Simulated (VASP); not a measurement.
Write the native input for VASP 6.6.1 that does the following.

```
Task                   : single point
Functional             : LDA
Potentials or basis    : VASP PAW LDA potentials, release 64 (Ca_sv, O)
Cutoff                 : 520 eV
k mesh                 : 8 × 8 × 8
Occupations            : gaussian, width 0.01 eV
Spin                   : no spin polarisation
Dipole correction      : no
Further INCAR settings : ALGO = Normal; EDIFF = 1e-06; NBANDS = 15
```

The structure of CaO lies in POSCAR:

```
CaO
1.0
    0.0000000000      2.2808775868      2.2808775868
    2.2808775868      0.0000000000      2.2808775868
    2.2808775868      2.2808775868      0.0000000000
Ca O
1 1
Direct
    0.0000000000      0.0000000000      0.0000000000
    0.5000000000      0.5000000000      0.5000000000
```

These files were run (other wordings do the same):

INCAR

```
PREC = Accurate
ENCUT = 520
EDIFF = 1E-6
ISMEAR = 0
SIGMA = 0.01
LREAL = False
LASPH = True
NELM = 60
ALGO = Normal
ISIF = 2
LWAVE = False
LCHARG = False
GGA = CA
NBANDS = 15
```

KPOINTS

```
Automatic mesh
0
Gamma
  8 8 8
```

Potentials or basis: VASP PAW LDA potentials, release 64 (Ca_sv, O).

Run with:

```console
$ cat potpaw_LDA.64/Ca_sv/POTCAR potpaw_LDA.64/O/POTCAR > POTCAR
$ mpirun -np 1 vasp_std > vasp.out
```

Results of the run:

| Property | Result |
| --- | --- |
| Pressure | 16.5 GPa |
| Band gap on the k mesh | 3.32 eV (least direct gap 3.63 eV) |

Caveat: the cell stands under pressure.

Run time: 7.6 s on 1 thread of Intel(R) Xeon(R) Platinum 8375C CPU @ 2.90GHz (Ice Lake), on a shared host, peak memory 0.13 GiB.
